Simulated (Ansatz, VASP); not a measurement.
# One calculation of Ti, two programs

INCAR

```
ALGO     = Normal         # electronic algorithm
EDIFF    = 1E-8           # SCF threshold, eV
ENCUT    = 520            # plane-wave cutoff, eV
GGA      = PE             # functional
ISIF     = 2              # what is computed and relaxed
ISMEAR   = -1             # smearing method
LASPH    = True           # aspherical terms in the spheres
LCHARG   = False          # write CHGCAR
LEFG     = True         
LREAL    = False          # projectors in reciprocal space
LWAVE    = False          # write WAVECAR
NBANDS   = 12             # bands
NELM     = 80             # most SCF steps
PREC     = Accurate       # precision mode
SIGMA    = 0.05           # smearing width, eV
```

File KPOINTS:

```
k-points
0
Gamma
  15 15 15
```

The input POSCAR:

```
Ti
1.0
    0.0000000000      2.0300000000      2.0300000000
    2.0300000000      0.0000000000      2.0300000000
    2.0300000000      2.0300000000      0.0000000000
Ti
1
Direct
    0.0000000000      0.0000000000      0.0000000000
```

Input for Ansatz:

```yaml
crystal:
  lattice:
    - [0.0, 2.03, 2.03]
    - [2.03, 0.0, 2.03]
    - [2.03, 2.03, 0.0]
  atoms:
    - { symbol: Ti, position: [0.0, 0.0, 0.0] }
kpoints:
  mp_grid: { grid: [15, 15, 15] }
  band_path:
    path:
      - [0.0, 0.0, 0.0]
      - [0.5, 0.0, 0.5]
      - [0.625, 0.25, 0.625]
      - [0.375, 0.375, 0.75]
      - [0.0, 0.0, 0.0]
      - [0.5, 0.5, 0.5]
      - [0.5, 0.25, 0.75]
      - [0.5, 0.0, 0.5]
    npoints: 8
scf:
  occupations: { method: fermi_dirac, width: 0.05 }
hamiltonian:
  xc: pbe
  pseudopotentials: { kind: all_electron, datasets: crystal }
output:
  forces: true
  stress: true
  eigenvalues: true
  efg: { contact_densities: true }
```

Alike in both runs: task electric field gradients; functional PBE; k mesh 15 × 15 × 15; occupations fermi-dirac, width 0.05 eV; no spin polarisation.

```csv
,VASP,Ansatz
version,VASP 6.6.1,Ansatz 0.2.0
potentials or method,"VASP PAW PBE potentials, release 64 (Ti_sv), cutoff 520 eV","all-electron PAW with datasets made for the crystal, scalar-relativistic"
```

```csv
,VASP,Ansatz,Ansatz less VASP
pressure (GPa),4.2,4.5,+0.32
```

Ansatz ran all-electron here, and VASP with PAW potentials.
